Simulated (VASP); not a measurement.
# BaTe (F-43m) in VASP: notebook, part 2 of 2

VASP 6.6.1. The steps go on from the part before.

## 3. Single point, PBE (strain -1.5%)

Input file INCAR:

```
SYSTEM = BaTe
ALGO = Normal
EDIFF = 1E-6
ENCUT = 500
GGA = PE
GGA_COMPAT = .FALSE.
ISIF = 2
ISMEAR = 0
LASPH = .TRUE.
LCHARG = .FALSE.
LREAL = .FALSE.
LWAVE = .FALSE.
NBANDS = 15
NELM = 120
PREC = Accurate
SIGMA = 0.01
```

Input file KPOINTS:

```
k-points
0
G
  4 4 4
  0 0 0
```

Input file POSCAR:

```
BaTe
1.0
    0.0000000000      3.8554462862      3.8554462862
    3.8554462862      0.0000000000      3.8554462862
    3.8554462862      3.8554462862      0.0000000000
Ba Te
1 1
Direct
    0.0000000000      0.0000000000      0.0000000000
    0.2500000000      0.2500000000      0.2500000000
```

Potentials or basis: VASP PAW PBE potentials, release 64 (Ba_sv, Te).

The run is started by

```sh
cat potpaw_PBE.64/Ba_sv/POTCAR potpaw_PBE.64/Te/POTCAR > POTCAR
mpirun -np 1 vasp_std > vasp.out
```

OUTCAR:

```text
SYSTEM = BaTe
   EDIFF = 1E-6
   ENCUT = 500
   GGA = PE
   ISIF = 2
   ISMEAR = 0
   LASPH = .TRUE.
   LREAL = .FALSE.
   NELM = 120
   PREC = Accurate

 ion  position               nearest neighbor table
   1  0.000  0.000  0.000-   2 3.34   2 3.34   2 3.34   2 3.34
   2  0.250  0.250  0.250-   1 3.34   1 3.34   1 3.34   1 3.34

  LATTYP: Found a face centered cubic cell.
 ALAT       =     7.7108925724

  Lattice vectors:

 A1 = (   0.0000000000,   3.8554462862,   3.8554462862)
 A2 = (   3.8554462862,   0.0000000000,   3.8554462862)
 A3 = (   3.8554462862,   3.8554462862,   0.0000000000)

Analysis of symmetry for initial positions (statically):
=====================================================================
 Subroutine PRICEL returns:
 Original cell was already a primitive cell.

 Routine SETGRP: Setting up the symmetry group for a
 face centered cubic supercell.

 Subroutine GETGRP returns: Found 24 space group operations
 (whereof 24 operations were pure point group operations)
 out of a pool of 48 trial point group operations.

The static configuration has the point symmetry T_d .

Analysis of symmetry for dynamics (positions and initial velocities):
=====================================================================
 Subroutine PRICEL returns:
 Original cell was already a primitive cell.

 Routine SETGRP: Setting up the symmetry group for a
 face centered cubic supercell.

 Subroutine GETGRP returns: Found 24 space group operations
 (whereof 24 operations were pure point group operations)
 out of a pool of 48 trial point group operations.

The dynamic configuration has the point symmetry T_d .

 Subroutine INISYM returns: Found 24 space group operations
 (whereof 24 operations are pure point group operations),
 and found     1 'primitive' translations

----------------------------------------------------------------------------------------

                                     Primitive cell

  volume of cell :     114.6183
[... 101 lines left out ...]
   LEPSILON=     F    determine dielectric tensor
   LRPA    =     F    only Hartree local field effects (RPA)
 non-spin polarized calculation
 Gauss-broadening in eV      SIGMA  =   0.01
  energy-cutoff  :      500.00
  volume of cell :      114.62
 maximum number of plane-waves:      2936
   NGX = 19   NGY = 19   NGZ = 19

 number of electron      16.0000000 magnetization

 Free energy of the ion-electron system (eV)
  ---------------------------------------------------
  ext. energy  EPLUGINS =         0.00000000
  ---------------------------------------------------
  free energy    TOTEN  =        -8.06838600 eV

  energy without entropy =       -8.06838600  energy(sigma->0) =       -8.06838600

 E-fermi :   0.2933     XC(G=0):  -6.8470

 val. band max:        0.2301355122   @ k =  -0.2500   0.5000   0.2500
 cond. band min:       2.8663902511   @ k =   0.0000   0.0000   0.0000
 fundamental gap:      2.6362547389
 Fermi energy:         0.2933277145

 k-point     1 :       0.0000    0.0000    0.0000
  band No.  band energies     occupation
      1     -26.5461      2.00000
      2     -11.7518      2.00000
      3     -11.7518      2.00000
      4     -11.7518      2.00000
      5      -8.5642      2.00000
      6      -0.2689      2.00000
      7      -0.2689      2.00000
      8      -0.2689      2.00000
      9       2.8664      0.00000
     10       4.3941      0.00000
     11       4.3941      0.00000
     12       6.4409      0.00000
     13       6.4409      0.00000
     14       6.4409      0.00000
[... 113 lines left out ...]
      2     -11.9759      2.00000
      3     -11.8106      2.00000
      4     -11.7946      2.00000
      5      -8.1368      2.00000
      6      -0.3880      2.00000
      7      -0.2990      2.00000
      8       0.2301      2.00000
      9       3.1237      0.00000
     10       4.0246      0.00000
     11       5.0356      0.00000
     12       5.4289      0.00000
     13       6.3043      0.00000
     14       7.5609      0.00000
     15       7.6699      0.00000

------------------------ aborting loop because EDIFF is reached ----------------------------------------

  FORCE on cell =-STRESS in cart. coord.  units (eV):
  Direction    XX          YY          ZZ          XY          YZ          ZX
  --------------------------------------------------------------------------------------
  -------------------------------------------------------------------------------------
  Total        0.8342408      0.8342408      0.8342408      0.0000000      0.0000000      0.0000000
  in kB       11.6613284     11.6613284     11.6613284      0.0000000      0.0000000      0.0000000
  external PRESSURE =      11.6613284 kB  Pullay stress =       0.0000000 kB

 VOLUME and BASIS-vectors are now :
 -----------------------------------------------------------------------------
  energy-cutoff  :      500.00
  volume of cell :      114.62
      direct lattice vectors                 reciprocal lattice vectors
     0.000000000  3.855446286  3.855446286    -0.129686673  0.129686673  0.129686673
     3.855446286  0.000000000  3.855446286     0.129686673 -0.129686673  0.129686673
     3.855446286  3.855446286  0.000000000     0.129686673  0.129686673 -0.129686673

 POSITION                                       TOTAL-FORCE (eV/Angst)
 -----------------------------------------------------------------------------------
      0.00000      0.00000      0.00000        -0.000000     -0.000000     -0.000000
      1.92772      1.92772      1.92772         0.000000      0.000000      0.000000
 -----------------------------------------------------------------------------------
    total drift:                                0.000000      0.000000      0.000000

  FREE ENERGIE OF THE ION-ELECTRON SYSTEM (eV)
  ---------------------------------------------------
  free  energy   TOTEN  =        -8.0683859979 eV

  energy  without entropy=       -8.0683859979  energy(sigma->0) =       -8.06838600
```

OSZICAR:

```text
N       E                     dE             d eps       ncg     rms          rms(c)
DAV:   1     0.881000865707E+02    0.88100E+02   -0.57104E+03   240   0.830E+02
DAV:   2    -0.167029345012E+01   -0.89770E+02   -0.82050E+02   303   0.147E+02
DAV:   3    -0.823054418072E+01   -0.65603E+01   -0.64948E+01   331   0.448E+01
DAV:   4    -0.844241489603E+01   -0.21187E+00   -0.21176E+00   308   0.823E+00
DAV:   5    -0.844717587794E+01   -0.47610E-02   -0.47609E-02   369   0.101E+00    0.385E+00
DAV:   6    -0.809454309628E+01    0.35263E+00   -0.35389E-01   254   0.259E+00    0.260E+00
DAV:   7    -0.804750999203E+01    0.47033E-01   -0.28533E-01   282   0.239E+00    0.106E+00
DAV:   8    -0.806336457548E+01   -0.15855E-01   -0.33644E-02   275   0.111E+00    0.290E-01
DAV:   9    -0.806657751906E+01   -0.32129E-02   -0.63252E-03   268   0.435E-01    0.134E-01
DAV:  10    -0.806779508127E+01   -0.12176E-02   -0.93287E-04   261   0.165E-01    0.302E-02
DAV:  11    -0.806836015371E+01   -0.56507E-03   -0.72213E-04   268   0.118E-01    0.382E-02
DAV:  12    -0.806837978399E+01   -0.19630E-04   -0.39110E-05   317   0.303E-02    0.106E-02
DAV:  13    -0.806838492648E+01   -0.51425E-05   -0.16478E-05   261   0.178E-02    0.701E-03
DAV:  14    -0.806838607480E+01   -0.11483E-05   -0.24478E-06   281   0.677E-03    0.681E-03
DAV:  15    -0.806838599791E+01    0.76892E-07   -0.28753E-07   211   0.289E-03
   1 F= -.80683860E+01 E0= -.80683860E+01  d E =-.240524E-20
```

stdout:

```text
POSCAR found type information on POSCAR BaTe
 POSCAR found :  2 types and       2 ions
 scaLAPACK will be used
 LDA part: xc-table for (Slater+PW92), standard interpolation
 POSCAR, INCAR and KPOINTS ok, starting setup
 FFT: planning ... GRIDC
 FFT: planning ... GRID_SOFT
 FFT: planning ... GRID
 WAVECAR not read
 entering main loop
```

Run time: 14 s. Hardware: 1 thread of Intel Xeon 6975P-C, shared host; peak memory 0.24 GiB.

Results:

* Free energy: -8.0684 eV
* Pressure: 1.2 GPa
* Band gap on the k mesh: 2.64 eV, indirect (least direct gap 2.89 eV)

Caveat: the cell differs from its parent crystal (strain -1.5%); spin-orbit coupling is left out, which moves the levels of the heavy elements. A k mesh can miss the band edges.
